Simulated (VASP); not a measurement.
Here is a VASP 6.6.1 calculation.

The input INCAR:

```
SYSTEM = MgI2
PREC     = Accurate       ! precision mode
ENCUT    = 520            ! plane-wave cutoff, eV
EDIFF    = 1E-6           ! SCF threshold, eV
ISMEAR   = 0              ! smearing method
SIGMA    = 0.05           ! smearing width, eV
LREAL    = .FALSE.        ! projectors in reciprocal space
LASPH    = .TRUE.         ! aspherical terms in the spheres
NELM     = 60             ! most SCF steps
ALGO     = Normal         ! electronic algorithm
ISIF     = 2              ! what is computed and relaxed
LWAVE    = .FALSE.        ! write WAVECAR
LCHARG   = .TRUE.         ! write CHGCAR
GGA      = PE             ! functional
LELF     = .TRUE.         ! ELF
LVHAR    = .TRUE.       
NBANDS   = 15             ! bands
```

The input KPOINTS:

```
regular mesh
0
G
  6 6 4
  0 0 0
```

The input POSCAR:

```
MgI2
1.0
    4.2783111250      0.0000000000      0.0000000000
   -2.1391555625      3.7051261196      0.0000000000
    0.0000000000      0.0000000000      6.7590700000
Mg I
1 2
Direct
    0.0000000000      0.0000000000      0.0000000000
    0.3333333333      0.6666666667      0.7576300000
    0.6666666667      0.3333333333      0.2423700000
```

Potentials or basis: VASP PAW PBE potentials, release 64 (Mg, I).

Launch:

```sh
$ cat potpaw_PBE.64/Mg/POTCAR potpaw_PBE.64/I/POTCAR > POTCAR
$ mpirun -np 1 vasp_std > vasp.out
```

(1) What does it give for the largest force?

(2) Estimate the pressure.

(3) Predict the band gap on the k mesh.

## Answers

(1) 0.069 eV/Å.

(2) -0.1 GPa.

(3) 3.23 eV.

Caveat: the cell differs from its parent crystal (strain +0.030 along x and y, -0.015 along z); spin-orbit coupling is left out, which moves the levels of the heavy elements; this functional lacks dispersion, which binds the layers, so the pressure and a relaxed spacing across them are unreliable.
